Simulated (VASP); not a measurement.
Write the native input for VASP 6.6.1 that does the following.

```yaml
Task: relaxation of volume and atoms at fixed shape
Functional: r2SCAN
Potentials_or_basis: VASP PAW PBE potentials, release 64 (Mg, O)
Cutoff: 600 eV
k_mesh: 8 × 8 × 8
Occupations: methfessel-paxton, width 0.1 eV
Spin: no spin polarisation
Dipole_correction: no
Further_INCAR_settings: ALGO = Normal; EDIFF = 1e-07; IBRION = 2; EDIFFG = -0.01; NSW = 80; ISIF = 8
```

Crystal: MgO.

```
Mg O
1.0
     4.21000    0.00000    0.00000
     0.00000    4.21000    0.00000
     0.00000    0.00000    4.21000
Mg O
4 4
Direct
  0.00000 0.00000 0.00000
  0.00000 0.50000 0.50000
  0.50000 0.00000 0.50000
  0.50000 0.50000 0.00000
  0.50000 0.00000 0.00000
  0.50000 0.50000 0.50000
  0.00000 0.00000 0.50000
  0.00000 0.50000 0.00000
```

The input as run:

POSCAR

```
MgO
1.0
    4.2100000000      0.0000000000      0.0000000000
    0.0000000000      4.2100000000      0.0000000000
    0.0000000000      0.0000000000      4.2100000000
Mg O
4 4
Direct
    0.0000000000      0.0000000000      0.0000000000
    0.0000000000      0.5000000000      0.5000000000
    0.5000000000      0.0000000000      0.5000000000
    0.5000000000      0.5000000000      0.0000000000
    0.5000000000      0.0000000000      0.0000000000
    0.5000000000      0.5000000000      0.5000000000
    0.0000000000      0.0000000000      0.5000000000
    0.0000000000      0.5000000000      0.0000000000
```

INCAR.step1

```
SYSTEM = MgO
ALGO = Normal
EDIFF = 1E-4
ENCUT = 600
GGA = PE
ISMEAR = 1
LASPH = .TRUE.
LCHARG = .FALSE.
LREAL = .FALSE.
LWAVE = .TRUE.
NELM = 80
PREC = Accurate
SIGMA = 0.1
```

INCAR.step2

```
SYSTEM = MgO
ALGO = Normal
EDIFF = 1E-7
EDIFFG = -0.01
ENCUT = 600
IBRION = 2
ISIF = 8
ISMEAR = 1
ISTART = 1
LASPH = .TRUE.
LCHARG = .FALSE.
LMIXTAU = .TRUE.
LREAL = .FALSE.
LWAVE = .FALSE.
METAGGA = R2SCAN
NELM = 80
NSW = 80
PREC = Accurate
SIGMA = 0.1
```

KPOINTS

```
k-points
0
G
  8 8 8
  0 0 0
```

Potentials or basis: VASP PAW PBE potentials, release 64 (Mg, O).

Command:

```console
$ cat potpaw_PBE.64/Mg/POTCAR potpaw_PBE.64/O/POTCAR > POTCAR
$ cp INCAR.step1 INCAR
$ mpirun -np 1 vasp_std > vasp.out
$ cp INCAR.step2 INCAR
$ mpirun -np 1 vasp_std > vasp.out
```

It gave:

- Relaxed volume: 9.21 Å³/atom
- Relaxed cell: a = 4.193 Å, b = 4.193 Å, c = 4.193 Å, α = 90.00°, β = 90.00°, γ = 90.00°
- Space group after relaxing (to 0.1 Å): Fm-3m (No. 225)
- Energy gained by relaxing: 0.7 meV/atom
- Ionic steps: 3
- Pressure after relaxing: 0.0 GPa
- Band gap on the k mesh: 5.75 eV

Caveat: the PAW data sets were made with another functional, which shifts forces and pressure a little.

It took 11 min on 1 thread of Intel(R) Xeon(R) Platinum 8175M CPU @ 2.50GHz (Skylake/Cascade Lake) (shared host), peak memory 0.26 GiB.
